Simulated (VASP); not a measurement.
A run of VASP 6.6.1 is set up as follows.

POSCAR

```
KBr
1.0
    0.0000000000      3.3611296499      3.3611296499
    3.3611296499      0.0000000000      3.3611296499
    3.3611296499      3.3611296499      0.0000000000
K Br
1 1
Direct
    0.0000000000      0.0000000000      0.0000000000
    0.5000000000      0.5000000000      0.5000000000
```

INCAR.step1

```
PREC     = Accurate       # precision mode
ENCUT    = 520            # plane-wave cutoff, eV
EDIFF    = 1E-5           # SCF threshold, eV
ISMEAR   = -1             # smearing method
SIGMA    = 0.05           # smearing width, eV
LREAL    = F              # projectors in reciprocal space
LASPH    = T              # aspherical terms in the spheres
NELM     = 80             # most SCF steps
ALGO     = Normal         # electronic algorithm
ISIF     = 2              # what is computed and relaxed
LWAVE    = T              # write WAVECAR
GGA      = PE             # functional
NBANDS   = 15             # bands
```

The input INCAR.step2:

```
PREC     = Accurate       # precision mode
ENCUT    = 520            # plane-wave cutoff, eV
EDIFF    = 1E-7           # SCF threshold, eV
ISMEAR   = -1             # smearing method
SIGMA    = 0.05           # smearing width, eV
LREAL    = F              # projectors in reciprocal space
LASPH    = T              # aspherical terms in the spheres
NELM     = 80             # most SCF steps
ALGO     = Normal         # electronic algorithm
ISIF     = 2              # what is computed and relaxed
LWAVE    = F              # write WAVECAR
LCHARG   = T              # write CHGCAR
GGA      = PE             # functional
LHFCALC  = T              # exact exchange
HFSCREEN = 0.2079         # screening, 1/A
PRECFOCK = Normal       
LELF     = T              # ELF
LVHAR    = T            
ISTART   = 1            
NBANDS   = 15             # bands
```

KPOINTS

```
Automatic mesh
0
Gamma
  4 4 4
```

Potentials or basis: VASP PAW PBE potentials, release 64 (K_sv, Br).

Launch:

```console
$ cat potpaw_PBE.64/K_sv/POTCAR potpaw_PBE.64/Br/POTCAR > POTCAR
$ cp INCAR.step1 INCAR
$ mpirun -np 1 vasp_std > vasp.out
$ cp INCAR.step2 INCAR
$ mpirun -np 1 vasp_std > vasp.out
```

Question: Predict the band gap on the k mesh.

Answer: 5.44 eV.

Question: Predict the pressure.

Answer: -0.3 GPa.

Caveat: the PAW data sets were made with another functional, which shifts forces and pressure a little.
